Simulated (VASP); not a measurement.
Crystal: Mo.

```
Mo
1.0
     2.87758    0.00000    0.00000
     0.00000    2.92028    0.00000
     0.00000    0.00000    3.89060
Mo
2
Cartesian
  0.0000 0.0000 3.0628
  1.4388 1.4601 0.8278
```

| Item | Value |
| --- | --- |
| Program | VASP 6.6.1 |
| Task | relaxation of cell and atoms |
| Functional | PBE |
| Potentials or basis | VASP PAW PBE potentials, release 64 (Mo_sv) |
| Cutoff | 600 eV |
| k mesh | 6 × 6 × 4 |
| Occupations | gaussian, width 0.1 eV |
| Spin | no spin polarisation |

At the start: pressure 3.4 GPa; volume 16.35 Å³/atom.

**Question.** Where does the relaxation end?

**Answer.** Over 15 steps the energy falls by 570.7 meV/atom and the volume is 15.79 Å³/atom (-3.4 %); space group Im-3m (No. 229, to 0.05 Å).

Step by step:
| step | energy change (eV) | largest force (eV/Å) | pressure (GPa) | volume (Å³) |
| --- | --- | --- | --- | --- |
| 1 | 0.0000 | 1.8247 | 3.40 | 32.69 |
| 2 | -0.5400 | 0.0928 | -13.58 | 34.17 |
| 3 | -0.8103 | 0.1118 | -21.16 | 35.10 |
| 4 | -1.0219 | 0.3775 | -14.09 | 33.68 |
| 5 | -1.0404 | 0.5998 | -10.84 | 33.18 |
| 6 | -1.1046 | 0.4702 | -5.71 | 32.39 |
| 7 | -1.1255 | 0.4014 | -0.85 | 31.73 |
| 8 | -1.1262 | 0.3944 | 0.23 | 31.59 |
| 9 | -1.1315 | 0.3210 | 0.33 | 31.57 |
| 10 | -1.1393 | 0.1296 | 0.71 | 31.49 |
| 11 | -1.1395 | 0.1008 | 0.82 | 31.48 |
| 12 | -1.1405 | 0.0712 | -0.33 | 31.61 |
| 13 | -1.1406 | 0.0628 | -0.68 | 31.66 |
| 14 | -1.1412 | 0.0405 | -0.33 | 31.61 |
| 15 | -1.1414 | 0.0217 | -0.04 | 31.57 |

Final structure:
```
CELL_PARAMETERS angstrom
3.16014 0.00000 0.00000
0.00000 3.15965 0.00000
0.00000 0.00000 3.16211
ATOMIC_POSITIONS crystal
Mo 0.00000 0.00000 0.74912
Mo 0.50000 0.50000 0.25088
```

Caveat: the k points lie up to 0.50 Å⁻¹ apart in the final cell.
